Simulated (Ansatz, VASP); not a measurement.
## One calculation of Br, two programs

```
Br
1.0
     4.59764    0.00000    0.00000
     0.00000    4.59764    0.00000
     0.00000    0.00000    4.59764
Br
3
Direct
  0.50000 0.00000 0.00000
  0.00000 0.50000 0.00000
  0.00000 0.00000 0.50000
```

Alike in both runs: task single point; functional PBEsol; k mesh 5 × 5 × 5; occupations gaussian, width 0.15 eV; no spin polarisation.

```csv
,VASP,Ansatz
version,VASP 6.6.1,Ansatz 0.2.0
potentials or method,"VASP PAW PBE potentials, release 64 (Br), cutoff 520 eV","plane waves, PAW"
valence electrons in the cell,21,21
```

|  | VASP | Ansatz | Ansatz less VASP |
| --- | --- | --- | --- |
| gap on the k mesh at the Fermi level (eV) | none | none | - |
| pressure (GPa) | -2.7 | -2.7 | -0.01 |

VASP's potentials were made for PBE, not for PBEsol. A gap of «none» marks a metal or a gap that the smearing closes.
